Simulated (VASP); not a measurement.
# TiC in VASP: further runs

Runs on TiC. Level: PBE. Tasks: single point.

All numbers are computed with VASP 6.6.1; they aren't measurements. Logs are shortened: lines on timing, memory, paths and dates and some standing lists are left out, and cuts for length are marked.

**1. The cell of the first run**

The structure is cubic, space group Fm-3m (No. 225). The conventional cell has a = 4.333 Å, b = 4.333 Å, c = 4.333 Å, α = 90.00°, β = 90.00°, γ = 90.00°. Ti (site symmetry m-3m) has 6 C at 2.17 Å within 2.9 Å. C (site symmetry m-3m) has 6 Ti at 2.17 Å within 2.9 Å.

**2. Single point, PBE (all atoms moved at random, sigma 0.02 Å a component, then relaxed in part)**

The input, INCAR:

```
PREC = Accurate
ENCUT = 520
EDIFF = 1E-6
ISMEAR = 0
SIGMA = 0.15
LREAL = F
LASPH = T
NELM = 60
ALGO = Normal
ISIF = 2
LWAVE = F
LCHARG = F
GGA = PE
NBANDS = 15
```

The input, KPOINTS:

```
Automatic mesh
0
Gamma
  14 14 14
```

The input, POSCAR:

```
TiC
1.0
   -0.0000297379      2.1664820548      2.1664760410
    2.1664823123     -0.0000296500      2.1664759531
    2.1664774864      2.1664771410     -0.0000248240
Ti C
1 1
Direct
    0.0000000107      0.0000000067     -0.0000000967
    0.4999999893      0.4999999933      0.5000000967
```

Potentials or basis: VASP PAW PBE potentials, release 64 (Ti_sv, C).

Command:

```console
cat potpaw_PBE.64/Ti_sv/POTCAR potpaw_PBE.64/C/POTCAR > POTCAR
mpirun -np 1 vasp_std > vasp.out
```

OUTCAR:

```text
PREC = Accurate
   ENCUT = 520
   EDIFF = 1E-6
   ISMEAR = 0
   LREAL = F
   LASPH = T
   NELM = 60
   ISIF = 2
   GGA = PE

 ion  position               nearest neighbor table
   1  0.000  0.000  1.000-   2 2.17   2 2.17   2 2.17   2 2.17   2 2.17   2 2.17
   2  0.500  0.500  0.500-   1 2.17   1 2.17   1 2.17   1 2.17   1 2.17   1 2.17

  LATTYP: Found a trigonal (rhomboedric) cell.
 ALAT       =     3.0638640523
 COS(alpha) =     0.4999848661

  Lattice vectors:

 A1 = (  -0.0000297379,   2.1664820548,   2.1664760410)
 A2 = (   2.1664823123,  -0.0000296500,   2.1664759531)
 A3 = (   2.1664774864,   2.1664771410,  -0.0000248240)

Analysis of symmetry for initial positions (statically):
=====================================================================
 Subroutine PRICEL returns:
 Original cell was already a primitive cell.

 Routine SETGRP: Setting up the symmetry group for a
 trigonal (rhombohedral) supercell.

 Subroutine GETGRP returns: Found 12 space group operations
 (whereof 12 operations were pure point group operations)
 out of a pool of 12 trial point group operations.

The static configuration has the point symmetry D_3d.

Analysis of symmetry for dynamics (positions and initial velocities):
=====================================================================
 Subroutine PRICEL returns:
 Original cell was already a primitive cell.

 Routine SETGRP: Setting up the symmetry group for a
 trigonal (rhombohedral) supercell.

 Subroutine GETGRP returns: Found 12 space group operations
 (whereof 12 operations were pure point group operations)
 out of a pool of 12 trial point group operations.

The dynamic configuration has the point symmetry D_3d.

 Subroutine INISYM returns: Found 12 space group operations
 (whereof 12 operations are pure point group operations),
 and found     1 'primitive' translations

----------------------------------------------------------------------------------------

                                     Primitive cell

  volume of cell :      20.3377

  direct lattice vectors                    reciprocal lattice vectors
    -0.000029738  2.166482055  2.166476041    -0.230784373  0.230787054  0.230788209
     2.166482312 -0.000029650  2.166475953     0.230787027 -0.230784419  0.230788228
     2.166477486  2.166477141 -0.000024824     0.230788055  0.230788101 -0.230785574

  length of vectors
     3.063864052  3.063864172  3.063861600     0.399734022  0.399734044  0.399735231

  position of ions in fractional coordinates (direct lattice)
     0.000000011  0.000000007  0.999999903
     0.499999989  0.499999993  0.500000097

  ion indices of the primitive-cell ions
   primitive index   ion index
                 1           1
                 2           2

----------------------------------------------------------------------------------------

 KPOINTS: Automatic mesh

Automatic generation of k-mesh.
 Grid dimensions read from file:
 generate k-points for:   14   14   14

 Generating k-lattice:

  Cartesian coordinates                     Fractional coordinates (reciprocal lattice)
    -0.016484598  0.016484790  0.016484872     0.071428571  0.000000000  0.000000000
     0.016484788 -0.016484601  0.016484873     0.000000000  0.071428571 -0.000000000
     0.016484861  0.016484864 -0.016484684     0.000000000  0.000000000  0.071428571

  Length of vectors
     0.028552430  0.028552432  0.028552517

  Shift w.r.t. Gamma in fractional coordinates (k-lattice)
     0.000000000  0.000000000  0.000000000

 Subroutine IBZKPT returns following result:
 ===========================================

 Found    288 irreducible k-points:

 Following reciprocal coordinates:
            Coordinates               Weight
  0.000000  0.000000  0.000000      1.000000
  0.071429 -0.000000  0.000000      6.000000
  0.071429  0.071429  0.071429      2.000000
  0.142857 -0.000000  0.000000      6.000000
  0.142857  0.142857  0.142857      2.000000
  0.214286 -0.000000  0.000000      6.000000
[... 16 lines left out ...]
  0.285714  0.071429  0.000000     12.000000
  0.071429  0.071429 -0.214286      6.000000
 [... further k-points ...]
   k-points           NKPTS =    288   k-points in BZ     NKDIM =    288   number of bands    NBANDS=     15
   number of dos      NEDOS =    301   number of ions     NIONS =      2
   total plane-waves  NPLWV =  13824
   dimension x,y,z NGX =    24 NGY =   24 NGZ =   24
   dimension x,y,z NGXF=    48 NGYF=   48 NGZF=   48
   ions per type =               1   1
   NGX,Y,Z   is equivalent  to a cutoff of  13.02, 13.02, 13.02 a.u.
   NGXF,Y,Z  is equivalent  to a cutoff of  26.04, 26.04, 26.04 a.u.
 SYSTEM =  unknown system
   PREC   = accura    normal or accurate (medium, high low for compatibility)
   ISTART =      0    job   : 0-new  1-cont  2-samecut
   ICHARG =      2    charge: 1-file 2-atom 10-const
   ISPIN  =      1    spin polarized calculation?
   LNONCOLLINEAR =      F non collinear calculations
   LSORBIT =      F    spin-orbit coupling
   LASPH  =      T    aspherical Exc in radial PAW
   ENCUT  =  520.0 eV  38.22 Ry    6.18 a.u.   5.70  5.70  5.70*2*pi/ulx,y,z
   NELM   =     60;   NELMIN=  2; NELMDL= -5     # of ELM steps
   EDIFF  = 0.1E-05   stopping-criterion for ELM
   LREAL  =      F    real-space projection
   EDIFFG = 0.1E-04   stopping-criterion for IOM
   NSW    =      0    number of steps for IOM
   IBRION =     -1    ionic relax: 0-MD 1-quasi-New 2-CG
   NFREE  =      0    steps in history (QN), initial steepest desc. (CG)
   ISIF   =      2    stress and relaxation
   ISYM   =      2    0-nonsym 1-usesym 2-fastsym
   POTIM  = 0.5000    time-step for ionic-motion
   TEBEG  =    0.0;   TEEND  =   0.0 temperature during run
   PSTRESS=    0.0 pullay stress
   NELECT =      16.0000    total number of electrons
   NUPDOWN=      -1.0000    fix difference up-down
   EMIN   =  10.00;   EMAX   =-10.00  energy-range for DOS
   EFERMI =   0.00;   METHOD = LEGACY
   ISMEAR =     0;   SIGMA  =   0.15  broadening in eV -4-tet -1-fermi 0-gaus
   EFERMI_NEDOS =   21; number of points for ismear=-14 and -15
   IALGO  =     38    algorithm
   IMIX   =      4    mixing-type and parameters
     AMIX     =   0.40;   BMIX     =  1.00
     AMIX_MAG =   1.60;   BMIX_MAG =  1.00
  volume/ion in A,a.u.               =      10.17        68.62
  Fermi-wavevector in a.u.,A,eV,Ry     =   1.511289  2.855923 31.075647  2.283996
  Thomas-Fermi vector in A             =   2.621366
   LORBIT       =      0    0 simple, 1 ext, 2 COOP (PROOUT), +10 PAW based schemes
   GGA     = PE    functional components
   LHFCALC =     F    Hartree Fock is set to
   AEXX    =    0.0000 exact exchange contribution
   IVDW    =     0    specifies the selected vdW correction
   LEPSILON=     F    determine dielectric tensor
   LRPA    =     F    only Hartree local field effects (RPA)
 non-spin polarized calculation
 Gauss-broadening in eV      SIGMA  =   0.15
  energy-cutoff  :      520.00
  volume of cell :       20.34
 maximum number of plane-waves:       568
   NGX = 11   NGY = 11   NGZ = 11

 number of electron      15.9999998 magnetization

 Free energy of the ion-electron system (eV)
  ---------------------------------------------------
  ext. energy  EPLUGINS =         0.00000000
  ---------------------------------------------------
  free energy    TOTEN  =       -18.71082937 eV

  energy without entropy =      -18.70732107  energy(sigma->0) =      -18.70907522

 E-fermi :   9.3923     XC(G=0): -12.6921

 val. band max:        9.3639252064   @ k =   0.5000   0.5000   0.0000
 cond. band min:       9.4041075827   @ k =   0.3571   0.2857  -0.0000
 fundamental gap:      0.0401823763
 Fermi energy:         9.3923206686

 k-point     1 :       0.0000    0.0000    0.0000
  band No.  band energies     occupation
      1     -47.1919      2.00000
      2     -23.2166      2.00000
      3     -23.2165      2.00000
      4     -23.2165      2.00000
      5      -2.9918      2.00000
      6      10.0931      0.00000
      7      10.0932      0.00000
      8      10.0933      0.00000
      9      11.0762      0.00000
     10      11.0762      0.00000
     11      11.0763      0.00000
     12      11.1105      0.00000
     13      11.1106      0.00000
     14      19.8666      0.00000
     15      23.4276      0.00000

 k-point     2 :       0.0714   -0.0000    0.0000
  band No.  band energies     occupation
      1     -47.1883      2.00000
      2     -23.2419      2.00000
      3     -23.2190      2.00000
      4     -23.2189      2.00000
      5      -2.8766      2.00000
      6       9.5398      0.16442
      7       9.7911      0.00017
      8       9.7912      0.00017
      9      10.4090      0.00000
     10      10.4090      0.00000
     11      11.3641      0.00000
     12      12.2474      0.00000
     13      12.2475      0.00000
     14      20.0737      0.00000
     15      23.4703      0.00000

 k-point     3 :       0.0714    0.0714    0.0714
  band No.  band energies     occupation
      1     -47.1883      2.00000
      2     -23.2419      2.00000
      3     -23.2190      2.00000
      4     -23.2189      2.00000
      5      -2.8766      2.00000
      6       9.5400      0.16389
      7       9.7911      0.00017
      8       9.7911      0.00017
      9      10.4089      0.00000
     10      10.4089      0.00000
     11      11.3642      0.00000
     12      12.2475      0.00000
     13      12.2475      0.00000
     14      20.0737      0.00000
     15      23.4703      0.00000
[... 343 lines left out ...]
 k-point    23 :       0.2857    0.0714    0.0000
  band No.  band energies     occupation
      1     -47.1507      2.00000
      2     -23.4868      2.00000
      3     -23.2579      2.00000
      4     -23.2455      2.00000
      5      -1.5081      2.00000
      6       6.3392      2.00000
      7       7.4495      2.00000
      8       7.8098      2.00000
      9      10.8719      0.00000
     10      11.5383      0.00000
     11      12.4812      0.00000
     12      14.7891      0.00000
     13      15.8765      0.00000
     14      20.5944      0.00000
     15      23.8293      0.00000

 k-point    24 :       0.0714    0.0714   -0.2143
  band No.  band energies     occupation
      1     -47.1507      2.00000
      2     -23.4869      2.00000
      3     -23.2579      2.00000
      4     -23.2455      2.00000
      5      -1.5081      2.00000
      6       6.3392      2.00000
      7       7.4496      2.00000
      8       7.8097      2.00000
      9      10.8720      0.00000
     10      11.5382      0.00000
     11      12.4812      0.00000
     12      14.7890      0.00000
     13      15.8765      0.00000
     14      20.5944      0.00000
     15      23.8293      0.00000

 [... further k-points ...]
[... 5 lines left out ...]
  --------------------------------------------------------------------------------------
  -------------------------------------------------------------------------------------
  Total        0.0234115      0.0234115      0.0234114      0.0002653      0.0002654      0.0002654
  in kB        1.8443316      1.8443310      1.8443209      0.0208995      0.0209077      0.0209076
  external PRESSURE =       1.8443279 kB  Pullay stress =       0.0000000 kB

 VOLUME and BASIS-vectors are now :
 -----------------------------------------------------------------------------
  energy-cutoff  :      520.00
  volume of cell :       20.34
      direct lattice vectors                 reciprocal lattice vectors
    -0.000029738  2.166482055  2.166476041    -0.230784373  0.230787054  0.230788209
     2.166482312 -0.000029650  2.166475953     0.230787027 -0.230784419  0.230788228
     2.166477486  2.166477141 -0.000024824     0.230788055  0.230788101 -0.230785574

 POSITION                                       TOTAL-FORCE (eV/Angst)
 -----------------------------------------------------------------------------------
      2.16648      2.16648     -0.00002         0.000000     -0.000000     -0.000000
      2.16647      2.16646      2.16646        -0.000000      0.000000      0.000000
 -----------------------------------------------------------------------------------
    total drift:                                0.000306      0.000293     -0.000059

  FREE ENERGIE OF THE ION-ELECTRON SYSTEM (eV)
  ---------------------------------------------------
  free  energy   TOTEN  =       -18.7108293662 eV

  energy  without entropy=      -18.7073210670  energy(sigma->0) =      -18.70907522
```

It took 46 s on 1 thread of AMD EPYC 9R45 (Zen 5), shared host; peak memory 0.18 GiB.

What came out:

* Free energy: -18.7108 eV
* Pressure: 0.2 GPa
* Band gap on the k mesh: zero (band 8 reaches 10.09 eV, above the bottom of band 9 at 9.00 eV)

Caveat: the cell differs from its parent crystal (all atoms moved at random, sigma 0.02 Å a component, then relaxed in part).

**3. Single point, PBE (atoms moved at random)**

The input, INCAR:

```
SYSTEM = TiC
PREC = Accurate ; ENCUT = 520
EDIFF = 1E-6 ; ISMEAR = 0
SIGMA = 0.15 ; LREAL = .FALSE.
LASPH = .TRUE. ; NELM = 100
ALGO = Normal ; ISIF = 2
LWAVE = .FALSE. ; LCHARG = .TRUE.
GGA = PE ; LELF = .TRUE.
LVHAR = .TRUE. ; NBANDS = 15
```

The input, KPOINTS:

```
Automatic mesh
0
G
  14 14 14
  0 0 0
```

The input, POSCAR:

```
TiC
1.0
    0.0000000000      2.1664615256      2.1664615256
    2.1664615256      0.0000000000      2.1664615256
    2.1664615256      2.1664615256      0.0000000000
Ti C
1 1
Direct
    0.0013614251      0.0014170120      0.0031383337
    0.4986385749      0.4985829880      0.4968616663
```

Potentials or basis: VASP PAW PBE potentials, release 64 (Ti_sv, C).

Command:

```console
cat potpaw_PBE.64/Ti_sv/POTCAR potpaw_PBE.64/C/POTCAR > POTCAR
mpirun -np 1 vasp_std > vasp.out
```

Wall time 6.4 min (1 thread of Intel Xeon Platinum 8488C (Sapphire Rapids), shared host); peak memory 0.51 GiB.

It converged, with:

```
Free energy            : -18.7065 eV
Pressure               : 0.3 GPa
Largest force          : 0.282 eV/Å
Band gap on the k mesh : zero (band 8 reaches 10.09 eV, above the bottom of band 9 at 9.03 eV)
```

Forces on the atoms (eV/Å):
```
Ti  -0.184 -0.182 -0.112
C    0.184  0.182  0.112
```

Stress tensor (GPa, compression positive):
```
 0.33 -0.09 -0.06
-0.09  0.32 -0.06
-0.06 -0.06  0.26
```

Levels at points of the mesh, in eV from the Fermi level:
```tsv
k point	band 6	band 7	band 8	band 9	band 10	band 11
(0.00, 0.00, 0.00)	0.66	0.68	0.69	1.49	1.55	1.73
(0.50, 0.00, 0.00)	-5.83	-2.88	-2.88	2.92	2.92	4.10
(0.00, 0.50, 0.00)	-5.83	-2.88	-2.88	2.92	2.92	4.10
(0.00, 0.00, 0.50)	-5.83	-2.88	-2.88	2.92	2.92	4.10
(0.50, 0.50, 0.50)	-5.83	-2.89	-2.89	2.92	2.92	4.10
(0.50, 0.50, 0.00)	-3.42	-1.63	-0.04	0.00	2.72	3.52
(0.00, 0.50, 0.50)	-3.42	-1.62	-0.04	-0.01	2.71	3.52
(0.50, 0.00, 0.50)	-3.42	-1.62	-0.04	-0.01	2.71	3.52
```

Caveat: the cell differs from its parent crystal (atoms moved at random).
